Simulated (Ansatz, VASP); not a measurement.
## Two plane-wave programs on In2GaP3

```
In Ga P
1.0
     0.00546   -4.11856    0.00125
     8.22429   -0.01071   -0.00925
    -2.06954    2.05954    8.68365
In Ga P
4 2 6
Direct
  0.83774 0.41912 0.67499
  0.83736 0.91909 0.67498
  0.16280 0.08141 0.32518
  0.16281 0.58141 0.32515
  0.49990 0.24998 0.00008
  0.50005 0.74995 0.00010
  0.42556 0.46251 0.85102
  0.42526 0.96252 0.85100
  0.07422 0.28699 0.14885
  0.07431 0.78699 0.14880
  0.74998 0.12504 0.49994
  0.75001 0.62500 0.49990
```

Change from the starting cell: cell x2, atoms moved at random (sigma 0.1 Å) and cell strained at random (1.5 %), then relaxed without symmetry.

Alike in both runs: functional PBE; k mesh 4 × 2 × 4; occupations gaussian, width 0.1 eV; no spin polarisation.

Ansatz relaxed the structure, and its values are those at the end. VASP's run is a single point on that final structure, the one shown.

|  | VASP | Ansatz |
| --- | --- | --- |
| version | VASP 6.6.1 | Ansatz 0.2.0 |
| potentials or method | VASP PAW PBE potentials, release 64 (In_d, Ga_d, P), cutoff 520 eV | scalar-relativistic, plane waves, PAW |
| valence electrons in the cell | 108 | 108 |

|  | VASP | Ansatz | Ansatz less VASP |
| --- | --- | --- | --- |
| gap on the k mesh at the Fermi level (eV) | 0.62 | 0.62 | +0.004 |
| least direct gap on the mesh (eV) | 0.62 | 0.62 | +0.004 |
| pressure (GPa) | 0.0 | 0.1 | +0.02 |

With one functional, cell and mesh, what is left measures potentials, basis and numerics.
